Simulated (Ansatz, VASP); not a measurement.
**Zr in VASP and in Ansatz**

```
Zr
1.0
     3.24458    0.00000    0.00000
    -1.62229    2.80989    0.00000
     0.00000    0.00000    5.15736
Zr
2
Direct
  0.33333 0.66667 0.25000
  0.66667 0.33333 0.75000
```

Alike in both runs: task single point; functional r2SCAN; k mesh 11 × 11 × 6; occupations gaussian, width 0.03 eV; no spin polarisation.

```csv
,VASP,Ansatz
version,VASP 6.6.1,Ansatz 0.2.0
potentials or method,"VASP PAW PBE potentials, release 64 (Zr_sv), cutoff 520 eV","plane waves (500 eV) with PAW, scalar-relativistic"
valence electrons in the cell,24,24
```

```tsv
	VASP	Ansatz	Ansatz less VASP
pressure (GPa)	-0.2	-0.2	0.00
traceless stress, the component that is largest in VASP (GPa)	-0.16	-0.15	+0.011
```

VASP's potentials were made for PBE, not for r2SCAN.
